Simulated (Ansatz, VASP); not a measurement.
# KF: VASP beside Ansatz

The input INCAR:

```
ALGO = Normal
EDIFF = 1E-6
ENCUT = 520
ISIF = 2
ISMEAR = 0
LASPH = T
LCHARG = T
LELF = T
LREAL = F
LVHAR = T
LWAVE = F
NBANDS = 15
NELM = 80
PREC = Accurate
SIGMA = 0.05
```

The input KPOINTS:

```
k-points
0
Gamma
  8 8 8
```

Contents of POSCAR:

```
KF
1.0
    0.0539906327      2.5382221999      2.5382221999
    2.5382221999      0.0539906327      2.5382221999
    2.5382221999      2.5382221999      0.0539906327
K F
1 1
Direct
    0.0000000000      0.0000000000      0.0000000000
    0.5000000000      0.5000000000      0.5000000000
```

Input for Ansatz:

```yaml
crystal:
  lattice:
    - [0.0539906327, 2.5382221999, 2.5382221999]
    - [2.5382221999, 0.0539906327, 2.5382221999]
    - [2.5382221999, 2.5382221999, 0.0539906327]
  atoms:
    - { symbol: K, position: [0.0, 0.0, 0.0] }
    - { symbol: F, position: [0.5, 0.5, 0.5] }
basis:
  ecutwfc: 520.0
kpoints:
  mp_grid: { grid: [8, 8, 8] }
hamiltonian:
  xc: lda
scf:
  occupations: { method: gaussian, width: 0.05 }
output:
  forces: true
  stress: true
  eigenvalues: true
```

Alike in both runs: task single point; functional LDA; k mesh 8 × 8 × 8; occupations gaussian, width 0.05 eV; no spin polarisation.

```csv
,VASP,Ansatz
version,VASP 6.6.1,Ansatz 0.2.0
potentials or method,"VASP PAW LDA potentials, release 64 (K_sv, F), cutoff 520 eV","scalar-relativistic, plane waves, PAW"
valence electrons in the cell,16,16
```

|  | VASP | Ansatz | Ansatz less VASP |
| --- | --- | --- | --- |
| gap on the k mesh at the Fermi level (eV) | 6.82 | 6.84 | +0.020 |
| least direct gap on the mesh (eV) | 6.84 | 6.86 | +0.022 |
| pressure (GPa) | 4.8 | 4.4 | -0.42 |
| traceless stress, the component that is largest in VASP (GPa) | -0.24 | -0.25 | -0.011 |

LDA's correlation is that of Perdew and Zunger in VASP and of Perdew and Wang (1992) in Ansatz.
